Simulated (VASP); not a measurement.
A run of VASP 6.6.1 is set up as follows.

INCAR

```
SYSTEM = Mo
ALGO = Normal
EDIFF = 1E-6
ENCUT = 500
GGA_COMPAT = .False.
ISIF = 2
ISMEAR = 0
LASPH = .True.
LCHARG = .False.
LREAL = .False.
LWAVE = .False.
NBANDS = 13
NELM = 120
PREC = Accurate
SIGMA = 0.1
```

File KPOINTS:

```
k-points
0
Gamma
  18 18 18
  0 0 0
```

Contents of POSCAR:

```
Mo
1.0
   -1.5861732384      1.5861732384      1.5861732384
    1.5861732384     -1.5861732384      1.5861732384
    1.5861732384      1.5861732384     -1.5861732384
Mo
1
Direct
    0.0000000000      0.0000000000      0.0000000000
```

Potentials or basis: VASP PAW LDA potentials, release 64 (Mo_sv).

Launch:

```console
$ cat potpaw_LDA.64/Mo_sv/POTCAR > POTCAR
$ mpirun -np 1 vasp_std > vasp.out
```

Problem. Predict the pressure.

Solution. -14.1 GPa.

Problem. Estimate the band gap on the k mesh.

Solution. Zero (band 7 reaches 16.02 eV, above the bottom of band 8 at 10.79 eV).
